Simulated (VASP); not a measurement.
Here is a VASP 6.6.1 calculation.

Contents of INCAR:

```
PREC = Accurate
ENCUT = 520
EDIFF = 1E-6
ISMEAR = 0
SIGMA = 0.1
LREAL = F
LASPH = T
NELM = 80
ALGO = Normal
ISIF = 2
LWAVE = F
LCHARG = F
LDIPOL = T
IDIPOL = 3
DIPOL = 0.5 0.5 0.352
GGA = PE
IVDW = 12
IBRION = 2
NSW = 40
EDIFFG = -0.003
```

The input KPOINTS:

```
regular mesh
0
Gamma
  15 15 1
```

Contents of POSCAR:

```
C
1.0
    2.4656677095      0.0000000000      0.0000000000
   -1.2328338548      2.1353308737      0.0000000000
    0.0000000000      0.0000000000     17.5000661139
C
4
Selective dynamics
Direct
    0.6666666667      0.3333333333      0.2571437746  F F T
    0.3333333333      0.6666666667      0.2571418857  F F F
    0.6666666667      0.3333333333      0.4464592341  F F T
    0.3333333333      0.6666666667      0.4464573451  F F T
```

Potentials or basis: VASP PAW PBE potentials, release 64 (C).

Run with:

```sh
$ cat potpaw_PBE.64/C/POTCAR > POTCAR
$ mpirun -np 1 vasp_std > vasp.out
```

Problem. What does it give for the band gap on the k mesh?

Solution. 0.47 eV, direct.

Problem. Predict the energy gained by relaxing.

Solution. 3.4 meV/atom.

Final structure:
```
C
1.0
     2.46567    0.00000    0.00000
    -1.23283    2.13533    0.00000
     0.00000    0.00000   17.50007
C
4
Cartesian
  1.2328 0.7118 4.4998
  0.0000 1.4236 4.5000
  1.2328 0.7118 8.0587
  0.0000 1.4236 8.0586
```
